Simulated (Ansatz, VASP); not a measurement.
HgTe: VASP beside Ansatz

The input INCAR:

```
SYSTEM = HgTe
ALGO     = Normal         ! electronic algorithm
EDIFF    = 1E-6           ! SCF threshold, eV
ENCUT    = 520            ! plane-wave cutoff, eV
GGA      = PE             ! functional
ISIF     = 2              ! what is computed and relaxed
ISMEAR   = 0              ! smearing method
LASPH    = .True.         ! aspherical terms in the spheres
LCHARG   = .True.         ! write CHGCAR
LELF     = .True.         ! ELF
LREAL    = .False.        ! projectors in reciprocal space
LVHAR    = .True.       
LWAVE    = .False.        ! write WAVECAR
NBANDS   = 16             ! bands
NELM     = 100            ! most SCF steps
PREC     = Accurate       ! precision mode
SIGMA    = 0.15           ! smearing width, eV
```

KPOINTS

```
k-points
0
Gamma
  18 18 18
  0 0 0
```

Contents of POSCAR:

```
HgTe
1.0
    0.0000000000      2.9622074707      4.1885613635
    2.9622074707      0.0000000000      4.1885613635
    2.9622074707      2.9622074707      0.0000000000
Hg Te
1 1
Direct
    0.0000000000      0.0000000000      0.0000000000
    0.7500000000      0.7500000000      0.7500000000
```

Input for Ansatz:

```yaml
crystal:
  lattice:
    - [0.0, 2.9622074707, 4.1885613635]
    - [2.9622074707, 0.0, 4.1885613635]
    - [2.9622074707, 2.9622074707, 0.0]
  atoms:
    - { symbol: Hg, position: [0.0, 0.0, 0.0] }
    - { symbol: Te, position: [0.75, 0.75, 0.75] }
basis:
  ecutwfc: 420
kpoints:
  mp_grid: { grid: [18, 18, 18] }
hamiltonian:
  xc: pbe
scf:
  occupations: { method: gaussian, width: 0.15 }
output:
  forces: true
  stress: true
  eigenvalues: true
```

Alike in both runs: task single point; functional PBE; k mesh 18 × 18 × 18; occupations gaussian, width 0.15 eV; no spin polarisation.

|  | VASP | Ansatz |
| --- | --- | --- |
| version | VASP 6.6.1 | Ansatz 0.2.0 |
| potentials or method | VASP PAW PBE potentials, release 64 (Hg, Te), cutoff 520 eV | scalar-relativistic, plane waves, PAW |
| valence electrons in the cell | 18 | 36 |

```tsv
	VASP	Ansatz	Ansatz less VASP
gap on the k mesh at the Fermi level (eV)	none	none	-
pressure (GPa)	-0.9	-0.9	-0.05
traceless stress, the component that is largest in VASP (GPa)	-4.95	-4.97	-0.020
```

A gap of «none» marks a metal or a gap that the smearing closes. With one functional, cell and mesh, what is left measures potentials, basis and numerics. VASP's potentials hold 18 valence electrons a cell and Ansatz's 36, so a difference there can come from the potentials and not from the codes.

Spin-orbit coupling is off throughout.
